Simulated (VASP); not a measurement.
# EuS (rocksalt type) (Fm-3m) in VASP: a series of runs

The runs below take EuS (rocksalt type) through electric field gradients, with PBE.

Program: VASP 6.6.1. These are calculated values, not measurements. Logs are shortened: lines on timing, memory, paths and dates and some standing lists are left out, and cuts for length are marked.

### Step 1. The cell of the first run

Symmetry: Fm-3m, No. 225, cubic system. Conventional cell: a = 5.769 Å, b = 5.769 Å, c = 5.769 Å, α = 90.00°, β = 90.00°, γ = 90.00°. Within 3.8 Å of Eu (site symmetry m-3m) lie 6 S at 2.88 Å. Within 3.8 Å of S (site symmetry m-3m) lie 6 Eu at 2.88 Å.

### Step 2. Electric field gradients, PBE, collinear spin, ferromagnetic start (24.01 Å³/atom)

The input, INCAR:

```
  ALGO = Normal
  EDIFF = 1E-8
  ENCUT = 520
  GGA = PE
  GGA_COMPAT = F
  ISIF = 2
  ISMEAR = -1
  ISPIN = 2
  LASPH = T
  LCHARG = F
  LEFG = T
  LMAXMIX = 6
  LORBIT = 11
  LREAL = F
  LWAVE = F
  MAGMOM = 7 0
  NBANDS = 22
  NELM = 200
  PREC = Accurate
  SIGMA = 0.08
```

The input, KPOINTS:

```
k-points
0
Gamma
  10 10 10
```

The input, POSCAR:

```
EuS
1.0
    0.0000000000      2.8847028751      2.8847028751
    2.8847028751      0.0000000000      2.8847028751
    2.8847028751      2.8847028751      0.0000000000
Eu S
1 1
Direct
    0.0000000000      0.0000000000      0.0000000000
    0.5000000000      0.5000000000      0.5000000000
```

Potentials or basis: VASP PAW PBE potentials, release 64 (Eu, S).

Run with:

```sh
$ cat potpaw_PBE.64/Eu/POTCAR potpaw_PBE.64/S/POTCAR > POTCAR
$ mpirun -np 1 vasp_std > vasp.out
```

OUTCAR:

```text
EDIFF = 1E-8
   ENCUT = 520
   GGA = PE
   ISIF = 2
   ISMEAR = -1
   ISPIN = 2
   LASPH = T
   LORBIT = 11
   LREAL = F
   NELM = 200
   PREC = Accurate

 ion  position               nearest neighbor table
   1  0.000  0.000  0.000-   2 2.88   2 2.88   2 2.88   2 2.88   2 2.88   2 2.88
   2  0.500  0.500  0.500-   1 2.88   1 2.88   1 2.88   1 2.88   1 2.88   1 2.88

  LATTYP: Found a face centered cubic cell.
 ALAT       =     5.7694057502

  Lattice vectors:

 A1 = (   0.0000000000,   2.8847028751,   2.8847028751)
 A2 = (   2.8847028751,   0.0000000000,   2.8847028751)
 A3 = (   2.8847028751,   2.8847028751,   0.0000000000)

Analysis of symmetry for initial positions (statically):
=====================================================================
 Subroutine PRICEL returns:
 Original cell was already a primitive cell.

 Routine SETGRP: Setting up the symmetry group for a
 face centered cubic supercell.

 Subroutine GETGRP returns: Found 48 space group operations
 (whereof 48 operations were pure point group operations)
 out of a pool of 48 trial point group operations.

The static configuration has the point symmetry O_h .

Analysis of symmetry for dynamics (positions and initial velocities):
=====================================================================
 Subroutine PRICEL returns:
 Original cell was already a primitive cell.

 Routine SETGRP: Setting up the symmetry group for a
 face centered cubic supercell.

 Subroutine GETGRP returns: Found 48 space group operations
 (whereof 48 operations were pure point group operations)
 out of a pool of 48 trial point group operations.

The dynamic configuration has the point symmetry O_h .

Analysis of structural, dynamic, and magnetic symmetry:
=====================================================================
 Subroutine PRICEL returns:
 Original cell was already a primitive cell.

 Routine SETGRP: Setting up the symmetry group for a
 face centered cubic supercell.

 Subroutine GETGRP returns: Found 48 space group operations
[... 166 lines left out ...]
      6       2.0377      1.00000
[... 589 lines left out ...]
     21      11.3776      0.00000
     22      12.4677      0.00000

 [... further k-points ...]

 spin component 2

 k-point     1 :       0.0000    0.0000    0.0000
  band No.  band energies     occupation
      1     -33.5041      1.00000
      2     -12.9934      1.00000
      3     -12.9934      1.00000
      4     -12.9934      1.00000
      5      -8.8313      1.00000
      6       2.2476      1.00000
[... 589 lines left out ...]
     21      12.2406      0.00000
     22      13.2738      0.00000

 [... further k-points ...]

------------------------ aborting loop because EDIFF is reached ----------------------------------------

  FORCE on cell =-STRESS in cart. coord.  units (eV):
  Direction    XX          YY          ZZ          XY          YZ          ZX
  --------------------------------------------------------------------------------------
  -------------------------------------------------------------------------------------
  Total        0.6014028      0.6014028      0.6014028      0.0000000      0.0000000     -0.0000000
  in kB       20.0697880     20.0697880     20.0697880      0.0000000      0.0000000     -0.0000000
  external PRESSURE =      20.0697880 kB  Pullay stress =       0.0000000 kB

 VOLUME and BASIS-vectors are now :
 -----------------------------------------------------------------------------
  energy-cutoff  :      520.00
  volume of cell :       48.01
      direct lattice vectors                 reciprocal lattice vectors
     0.000000000  2.884702875  2.884702875    -0.173328076  0.173328076  0.173328076
     2.884702875  0.000000000  2.884702875     0.173328076 -0.173328076  0.173328076
     2.884702875  2.884702875  0.000000000     0.173328076  0.173328076 -0.173328076

 POSITION                                       TOTAL-FORCE (eV/Angst)
 -----------------------------------------------------------------------------------
      0.00000      0.00000      0.00000        -0.000000      0.000000     -0.000000
      2.88470      2.88470      2.88470         0.000000     -0.000000      0.000000
 -----------------------------------------------------------------------------------
    total drift:                               -0.000000      0.000000      0.000000

  FREE ENERGIE OF THE ION-ELECTRON SYSTEM (eV)
  ---------------------------------------------------
  free  energy   TOTEN  =       -19.9273390745 eV

  energy  without entropy=      -19.8903603201  energy(sigma->0) =      -19.90884970

 Electric field gradients (V/A^2)
---------------------------------------------------------------------
 ion       V_xx      V_yy      V_zz      V_xy      V_xz      V_yz
---------------------------------------------------------------------
   1       0.000     0.000    -0.000    -0.001    -0.001    -0.001
   2       0.000    -0.000    -0.000    -0.000    -0.000    -0.000
---------------------------------------------------------------------

 Electric field gradients after diagonalization (V/A^2)
 (convention: |V_zz| > |V_xx| > |V_yy|)
----------------------------------------------------------------------
 ion       V_xx      V_yy      V_zz     asymmetry (V_yy - V_xx)/ V_zz
----------------------------------------------------------------------
   1       0.001     0.001    -0.001       0.000
   2       0.000     0.000    -0.000       0.000
----------------------------------------------------------------------

           NMR quadrupolar parameters

 Cq : quadrupolar parameter    Cq=e*Q*V_zz/h
 eta: asymmetry parameters     (V_yy - V_xx)/ V_zz
 Q  : nuclear electric quadrupole moment in mb (millibarn)
----------------------------------------------------------------------
 ion       Cq(MHz)       eta       Q (mb)
----------------------------------------------------------------------
   1      -0.000       0.000       1.000
   2      -0.000       0.000       1.000
----------------------------------------------------------------------

 total charge

# of ion       s       p       d       f       tot
--------------------------------------------------
    1        2.031   5.760   0.377   6.601  14.770
    2        1.318   2.459   0.000   0.000   3.777
--------------------------------------------------
tot          3.349   8.220   0.377   6.601  18.547

 magnetization (x)

# of ion       s       p       d       f       tot
--------------------------------------------------
    1       -0.014  -0.111   0.103   6.560   6.538
    2       -0.008  -0.067   0.000   0.000  -0.075
--------------------------------------------------
tot         -0.022  -0.178   0.103   6.560   6.463
```

OSZICAR:

```text
N       E                     dE             d eps       ncg     rms          rms(c)
DAV:   1     0.139799820550E+03    0.13980E+03   -0.87401E+03  5746   0.455E+03
DAV:   2     0.388666857113E+01   -0.13591E+03   -0.11973E+03  5686   0.380E+02
DAV:   3    -0.152492196577E+02   -0.19136E+02   -0.18689E+02  6056   0.107E+02
[... 12 lines left out ...]
DAV:  16    -0.199273388693E+02    0.12056E-05   -0.50681E-06  7092   0.294E-02    0.198E-02
DAV:  17    -0.199273390069E+02   -0.13762E-06   -0.16717E-06  7250   0.170E-02    0.942E-03
DAV:  18    -0.199273390543E+02   -0.47354E-07   -0.19999E-07  6878   0.329E-03    0.321E-03
DAV:  19    -0.199273390665E+02   -0.12234E-07   -0.41295E-08  6072   0.227E-03    0.321E-03
DAV:  20    -0.199273390745E+02   -0.80213E-08   -0.20464E-08  3404   0.232E-03
   1 F= -.19927339E+02 E0= -.19908850E+02  d E =-.369788E-01  mag=     6.9221
```

Run time: 5.9 min. Hardware: 1 thread of Intel Xeon 8259CL, shared host; peak memory 0.25 GiB.

What came out:

```yaml
Free_energy: -19.9273 eV
Pressure: 2.0 GPa
Net_moment: 6.92 μB per cell
Site_moments: Eu +6.54; S -0.07 μB
Largest_electric_field_gradient_by_atom: zero within the noise of the run
Valence_electrons_inside_the_program's_atomic_spheres: Eu 14.77; S 3.78
```

Caveat: spin-orbit coupling is left out, which moves the levels of the heavy elements; a cell with one magnetic atom can't hold antiferromagnetic order, which such compounds often take; semilocal functionals describe open f shells poorly, which spoils levels, moments and volumes.

### Step 3. Electric field gradients, PBE, collinear spin, ferromagnetic start (24.01 Å³/atom)

The input, INCAR:

```
SYSTEM = EuS
ALGO = Normal
EDIFF = 1E-8
ENCUT = 520
GGA = PE
GGA_COMPAT = .FALSE.
ISIF = 2
ISMEAR = -1
ISPIN = 2
LASPH = .TRUE.
LCHARG = .FALSE.
LEFG = .TRUE.
LMAXMIX = 6
LORBIT = 11
LREAL = .FALSE.
LWAVE = .FALSE.
MAGMOM = 7 0
NBANDS = 22
NELM = 200
PREC = Accurate
SIGMA = 0.08
```

The input, KPOINTS:

```
k-points
0
G
  10 10 10
  0 0 0
```

POSCAR is that of step 2.

Potentials or basis: VASP PAW PBE potentials, release 64 (Eu, S).

Run with:

```sh
$ cat potpaw_PBE.64/Eu/POTCAR potpaw_PBE.64/S/POTCAR > POTCAR
$ mpirun -np 1 vasp_std > vasp.out
```

OUTCAR:

```text
SYSTEM = EuS
   EDIFF = 1E-8
   ENCUT = 520
   GGA = PE
   ISIF = 2
   ISMEAR = -1
   ISPIN = 2
   LASPH = .TRUE.
   LORBIT = 11
   LREAL = .FALSE.
   NELM = 200
   PREC = Accurate

 ion  position               nearest neighbor table
   1  0.000  0.000  0.000-   2 2.88   2 2.88   2 2.88   2 2.88   2 2.88   2 2.88
   2  0.500  0.500  0.500-   1 2.88   1 2.88   1 2.88   1 2.88   1 2.88   1 2.88

  LATTYP: Found a face centered cubic cell.
 ALAT       =     5.7694057502

  Lattice vectors:

 A1 = (   0.0000000000,   2.8847028751,   2.8847028751)
 A2 = (   2.8847028751,   0.0000000000,   2.8847028751)
[... 1445 lines left out ...]
 (convention: |V_zz| > |V_xx| > |V_yy|)
----------------------------------------------------------------------
 ion       V_xx      V_yy      V_zz     asymmetry (V_yy - V_xx)/ V_zz
----------------------------------------------------------------------
   1       0.001     0.001    -0.001       0.000
   2       0.000     0.000    -0.000       0.000
----------------------------------------------------------------------

           NMR quadrupolar parameters

 Cq : quadrupolar parameter    Cq=e*Q*V_zz/h
 eta: asymmetry parameters     (V_yy - V_xx)/ V_zz
 Q  : nuclear electric quadrupole moment in mb (millibarn)
----------------------------------------------------------------------
 ion       Cq(MHz)       eta       Q (mb)
----------------------------------------------------------------------
   1      -0.000       0.000       1.000
   2      -0.000       0.000       1.000
----------------------------------------------------------------------

 total charge

# of ion       s       p       d       f       tot
--------------------------------------------------
    1        2.031   5.760   0.377   6.601  14.770
    2        1.318   2.459   0.000   0.000   3.777
--------------------------------------------------
tot          3.349   8.220   0.377   6.601  18.547

 magnetization (x)

# of ion       s       p       d       f       tot
--------------------------------------------------
    1       -0.014  -0.111   0.103   6.560   6.538
    2       -0.008  -0.067   0.000   0.000  -0.075
--------------------------------------------------
tot         -0.022  -0.178   0.103   6.560   6.463
```

OSZICAR:

```text
N       E                     dE             d eps       ncg     rms          rms(c)
DAV:   1     0.139799820550E+03    0.13980E+03   -0.87401E+03  5746   0.455E+03
DAV:   2     0.388666857113E+01   -0.13591E+03   -0.11973E+03  5686   0.380E+02
DAV:   3    -0.152492196577E+02   -0.19136E+02   -0.18689E+02  6056   0.107E+02
[... 12 lines left out ...]
DAV:  16    -0.199273388693E+02    0.12056E-05   -0.50681E-06  7092   0.294E-02    0.198E-02
DAV:  17    -0.199273390069E+02   -0.13762E-06   -0.16717E-06  7250   0.170E-02    0.942E-03
DAV:  18    -0.199273390543E+02   -0.47354E-07   -0.19999E-07  6878   0.329E-03    0.321E-03
DAV:  19    -0.199273390665E+02   -0.12234E-07   -0.41295E-08  6072   0.227E-03    0.321E-03
DAV:  20    -0.199273390745E+02   -0.80213E-08   -0.20464E-08  3404   0.232E-03
   1 F= -.19927339E+02 E0= -.19908850E+02  d E =-.369788E-01  mag=     6.9221
```

stdout:

```text
POSCAR found type information on POSCAR EuS
 POSCAR found :  2 types and       2 ions
 scaLAPACK will be used
 LDA part: xc-table for (Slater+PW92), standard interpolation
 POSCAR, INCAR and KPOINTS ok, starting setup
 FFT: planning ... GRIDC
 FFT: planning ... GRID_SOFT
 FFT: planning ... GRID
 WAVECAR not read
 entering main loop
ion   1

ion   2
```

Wall time 5.7 min (1 thread of Intel Xeon 8259CL, shared host); peak memory 0.25 GiB.

Results:

- Free energy: -19.9273 eV
- Pressure: 2.0 GPa
- Net moment: 6.92 μB per cell
- Site moments: Eu +6.54; S -0.07 μB
- Largest electric field gradient by atom: zero within the noise of the run
- Valence electrons inside the program's atomic spheres: Eu 14.77; S 3.78

Levels at points of the mesh, in eV from the Fermi level:
Spin up:
```
           k point  band 13  band 14  band 15  band 16  band 17  band 18
(0.00, 0.00, 0.00)     0.06     0.06     0.06     0.95     0.95     0.95
(0.50, 0.00, 0.00)    -0.40    -0.36    -0.35     3.18     3.48     3.88
(0.50, 0.50, 0.00)    -0.42    -0.37    -0.13    -0.13     3.17     3.74
```
Spin down:
| k point | band 5 | band 6 | band 7 | band 8 | band 9 | band 10 | band 11 | band 12 |
| --- | --- | --- | --- | --- | --- | --- | --- | --- |
| (0.00, 0.00, 0.00) | -13.74 | -2.66 | -2.66 | -2.66 | 1.72 | 1.72 | 1.72 | 1.96 |
| (0.50, 0.00, 0.00) | -12.47 | -5.46 | -3.99 | -3.99 | 2.86 | 3.94 | 3.94 | 4.28 |
| (0.50, 0.50, 0.00) | -13.37 | -3.77 | -2.99 | -2.99 | -0.45 | 4.03 | 4.13 | 4.21 |

Caveat: spin-orbit coupling is left out, which moves the levels of the heavy elements; a cell with one magnetic atom can't hold antiferromagnetic order, which such compounds often take; semilocal functionals describe open f shells poorly, which spoils levels, moments and volumes. The state reached can hang on the start; a lower one may exist.

### Step 4. Electric field gradients, PBE, collinear spin, ferromagnetic start (24.51 Å³/atom)

This run uses another cell than the first one, of 24.51 Å³/atom.

The input, INCAR:

```
SYSTEM = EuS
ALGO     = Normal         ! electronic algorithm
EDIFF    = 1E-8           ! SCF threshold, eV
ENCUT    = 520            ! plane-wave cutoff, eV
GGA      = PE             ! functional
GGA_COMPAT= .False.      
ISIF     = 2              ! what is computed and relaxed
ISMEAR   = -1             ! smearing method
ISPIN    = 2              ! spin polarisation
LASPH    = .True.         ! aspherical terms in the spheres
LCHARG   = .False.        ! write CHGCAR
LEFG     = .True.       
LMAXMIX  = 6              ! l up to which the mixer works
LORBIT   = 11             ! projections on sites
LREAL    = .False.        ! projectors in reciprocal space
LWAVE    = .False.        ! write WAVECAR
MAGMOM   = 7 0            ! initial moments
NBANDS   = 22             ! bands
NELM     = 200            ! most SCF steps
PREC     = Accurate       ! precision mode
SIGMA    = 0.08           ! smearing width, eV
```

The input, KPOINTS:

```
k-points
0
Gamma
  10 10 10
  0 0 0
```

The input, POSCAR:

```
EuS
1.0
    0.0000000000      2.9045980064      2.9045980064
    2.9045980064      0.0000000000      2.9045980064
    2.9045980064      2.9045980064      0.0000000000
Eu S
1 1
Direct
    0.0000000000      0.0000000000      0.0000000000
    0.5000000000      0.5000000000      0.5000000000
```

Potentials or basis: VASP PAW PBE potentials, release 64 (Eu, S).

Run with:

```sh
$ cat potpaw_PBE.64/Eu/POTCAR potpaw_PBE.64/S/POTCAR > POTCAR
$ mpirun -np 1 vasp_std > vasp.out
```

OUTCAR:

```text
SYSTEM = EuS
   EDIFF = 1E-8
   ENCUT = 520
   GGA = PE
   ISIF = 2
   ISMEAR = -1
   ISPIN = 2
   LASPH = .True.
   LORBIT = 11
   LREAL = .False.
   NELM = 200
   PREC = Accurate

 ion  position               nearest neighbor table
   1  0.000  0.000  0.000-   2 2.90   2 2.90   2 2.90   2 2.90   2 2.90   2 2.90
   2  0.500  0.500  0.500-   1 2.90   1 2.90   1 2.90   1 2.90   1 2.90   1 2.90

  LATTYP: Found a face centered cubic cell.
 ALAT       =     5.8091960128

  Lattice vectors:

 A1 = (   0.0000000000,   2.9045980064,   2.9045980064)
 A2 = (   2.9045980064,   0.0000000000,   2.9045980064)
[... 1445 lines left out ...]
 (convention: |V_zz| > |V_xx| > |V_yy|)
----------------------------------------------------------------------
 ion       V_xx      V_yy      V_zz     asymmetry (V_yy - V_xx)/ V_zz
----------------------------------------------------------------------
   1      -0.000    -0.000     0.001       0.000
   2       0.000     0.000    -0.000       0.000
----------------------------------------------------------------------

           NMR quadrupolar parameters

 Cq : quadrupolar parameter    Cq=e*Q*V_zz/h
 eta: asymmetry parameters     (V_yy - V_xx)/ V_zz
 Q  : nuclear electric quadrupole moment in mb (millibarn)
----------------------------------------------------------------------
 ion       Cq(MHz)       eta       Q (mb)
----------------------------------------------------------------------
   1       0.000       0.000       1.000
   2      -0.000       0.000       1.000
----------------------------------------------------------------------

 total charge

# of ion       s       p       d       f       tot
--------------------------------------------------
    1        2.030   5.759   0.361   6.611  14.762
    2        1.317   2.453   0.000   0.000   3.770
--------------------------------------------------
tot          3.347   8.212   0.361   6.611  18.532

 magnetization (x)

# of ion       s       p       d       f       tot
--------------------------------------------------
    1       -0.014  -0.112   0.100   6.573   6.547
    2       -0.008  -0.066   0.000   0.000  -0.074
--------------------------------------------------
tot         -0.022  -0.178   0.100   6.573   6.473
```

OSZICAR:

```text
N       E                     dE             d eps       ncg     rms          rms(c)
DAV:   1     0.140800636554E+03    0.14080E+03   -0.87581E+03  5798   0.455E+03
DAV:   2     0.440328844674E+01   -0.13640E+03   -0.12066E+03  5704   0.377E+02
DAV:   3    -0.152760110363E+02   -0.19679E+02   -0.19243E+02  6016   0.108E+02
[... 11 lines left out ...]
DAV:  15    -0.199366082611E+02   -0.93811E-05   -0.10012E-05  5960   0.262E-02    0.419E-02
DAV:  16    -0.199366069091E+02    0.13520E-05   -0.92666E-06  7132   0.427E-02    0.166E-02
DAV:  17    -0.199366072008E+02   -0.29169E-06   -0.14456E-06  7484   0.136E-02    0.972E-03
DAV:  18    -0.199366071888E+02    0.11999E-07   -0.26616E-07  7148   0.534E-03    0.466E-03
DAV:  19    -0.199366072040E+02   -0.15170E-07   -0.65138E-08  6642   0.341E-03    0.277E-03
DAV:  20    -0.199366072066E+02   -0.26280E-08   -0.61213E-08  4902   0.360E-03
   1 F= -.19936607E+02 E0= -.19918438E+02  d E =-.363387E-01  mag=     6.9328
```

Wall time 5.1 min (1 thread of Intel Xeon 8259CL, shared host); peak memory 0.27 GiB.

What came out:

```
Free energy                                           : -19.9366 eV
Pressure                                              : 0.8 GPa
Net moment                                            : 6.93 μB per cell
Site moments                                          : Eu +6.55; S -0.07 μB
Largest electric field gradient by atom               : zero within the noise of the run
Valence electrons inside the program's atomic spheres : Eu 14.76; S 3.77
```

Caveat: spin-orbit coupling is left out, which moves the levels of the heavy elements; a cell with one magnetic atom can't hold antiferromagnetic order, which such compounds often take; semilocal functionals describe open f shells poorly, which spoils levels, moments and volumes.

[end of part 1 of 2]
